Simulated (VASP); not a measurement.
Set up this calculation in VASP 6.6.1, as the native input.

```
Task                   : single point
Functional             : PBEsol
Potentials or basis    : VASP PAW PBE potentials, release 64 (Cr_pv)
Cutoff                 : 520 eV
k mesh                 : 10 × 10 × 10
Occupations            : fermi-dirac, width 0.05 eV
Spin                   : collinear spin, ferromagnetic start
Starting moments       : [4.5] μB
Fixed moment           : 4.5 μB
Dipole correction      : no
Further INCAR settings : ALGO = Normal; EDIFF = 1e-06; NBANDS = 16
```

The structure of Cr lies in POSCAR:

```
Cr
1.0
   -1.4844496776      1.4844496776      1.4844496776
    1.4844496776     -1.4844496776      1.4844496776
    1.4844496776      1.4844496776     -1.4844496776
Cr
1
Direct
    0.0000000000      0.0000000000      0.0000000000
```

The input as run:

INCAR

```
SYSTEM = Cr
PREC = Accurate ; ENCUT = 520
EDIFF = 1E-6 ; ISMEAR = -1
SIGMA = 0.05 ; LREAL = .FALSE.
LASPH = .TRUE. ; NELM = 150
ALGO = Normal ; ISIF = 2
LWAVE = .FALSE. ; LCHARG = .TRUE.
ISPIN = 2 ; MAGMOM = 4.5
LORBIT = 11 ; NUPDOWN = 4.5
LMAXMIX = 4 ; GGA = PS
LELF = .TRUE. ; LVHAR = .TRUE.
NBANDS = 16
```

KPOINTS

```
regular mesh
0
G
  10 10 10
  0 0 0
```

Potentials or basis: VASP PAW PBE potentials, release 64 (Cr_pv).

Run with:

```sh
$ cat potpaw_PBE.64/Cr_pv/POTCAR > POTCAR
$ mpirun -np 1 vasp_std > vasp.out
```

It gave:

```yaml
Pressure: 66.4 GPa
Net_moment: 4.50 μB per cell
Site_moments: Cr +4.03 μB
Valence_electrons_inside_the_program's_atomic_spheres: Cr 10.96
```

Caveat: the PAW data sets were made with another functional, which shifts forces and pressure a little; the total moment is fixed, so each spin has its own Fermi level.

It took 18 s on 1 thread of Intel(R) Xeon(R) Platinum 8259CL CPU @ 2.50GHz (Skylake/Cascade Lake), on a shared host, peak memory 0.14 GiB.
